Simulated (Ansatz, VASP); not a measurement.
# PbS: VASP beside Ansatz

```
Pb S
1.0
     0.00000    3.02430    2.96500
     3.02430    0.00000    2.96500
     3.02430    3.02430    0.00000
Pb S
1 1
Direct
  0.00000 0.00000 0.00000
  0.50000 0.50000 0.50000
```

Change from the starting cell: strain +0.0200 x Voigt [1, 1, 0, 0, 0, 0], atoms carried along.

Alike in both runs: task single point; functional PBE; k mesh 10 × 10 × 10; occupations gaussian, width 0.03 eV; no spin polarisation.

|  | VASP | Ansatz |
| --- | --- | --- |
| version | VASP 6.6.1 | Ansatz 0.2.0 |
| potentials or method | VASP PAW PBE potentials, release 64 (Pb_d, S), cutoff 520 eV | scalar-relativistic, plane waves, PAW |
| valence electrons in the cell | 20 | 20 |

```csv
,VASP,Ansatz,Ansatz less VASP
gap on the k mesh at the Fermi level (eV),0.49,0.48,-0.006
least direct gap on the mesh (eV),0.49,0.48,-0.006
pressure (GPa),0.0,0.1,+0.07
"traceless stress, the component that is largest in VASP (GPa)",1.48,1.48,-0.002
```

Spin-orbit coupling is off throughout.
